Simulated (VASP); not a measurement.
Set up this calculation in VASP 6.6.1, as the native input.

* Task: single point
* Functional: PBEsol
* Potentials or basis: VASP PAW PBE potentials, release 64 (Mg, O)
* Cutoff: 600 eV
* k mesh: 10 × 10 × 10
* Occupations: gaussian, width 0.01 eV
* Spin: no spin polarisation
* Dipole correction: no
* Further INCAR settings: ALGO = Normal; EDIFF = 1e-06; NBANDS = 11

The structure of MgO lies in POSCAR:

```
MgO
1.0
    0.0000000000      1.6927255444      1.6927255444
    1.6927255444      0.0000000000      1.6927255444
    1.6927255444      1.6927255444      0.0000000000
Mg O
1 1
Direct
    0.0000000000      0.0000000000      0.0000000000
    0.5000000000      0.5000000000      0.5000000000
```

These files were run (other wordings do the same):

INCAR

```
SYSTEM = MgO
PREC     = Accurate       ! precision mode
ENCUT    = 600            ! plane-wave cutoff, eV
EDIFF    = 1E-6           ! SCF threshold, eV
ISMEAR   = 0              ! smearing method
SIGMA    = 0.01           ! smearing width, eV
LREAL    = .False.        ! projectors in reciprocal space
LASPH    = .True.         ! aspherical terms in the spheres
NELM     = 120            ! most SCF steps
ALGO     = Normal         ! electronic algorithm
ISIF     = 2              ! what is computed and relaxed
LWAVE    = .False.        ! write WAVECAR
LCHARG   = .True.         ! write CHGCAR
GGA      = PS             ! functional
LELF     = .True.         ! ELF
LVHAR    = .True.       
NBANDS   = 11             ! bands
GGA_COMPAT= .False.
```

KPOINTS

```
Automatic mesh
0
Gamma
  10 10 10
  0 0 0
```

Potentials or basis: VASP PAW PBE potentials, release 64 (Mg, O).

Run with:

```sh
$ cat potpaw_PBE.64/Mg/POTCAR potpaw_PBE.64/O/POTCAR > POTCAR
$ mpirun -np 1 vasp_std > vasp.out
```

Results of the run:

```json
{"Pressure": "417.3 GPa", "Band gap on the k mesh": "8.46 eV (least direct gap 10.91 eV)"}
```

Caveat: the cell stands under pressure; the PAW data sets were made with another functional, which shifts forces and pressure a little.

Wall time 4.5 s on 1 thread of Intel(R) Xeon(R) Platinum 8559C (Emerald Rapids), with other jobs on the host, peak memory 0.13 GiB.
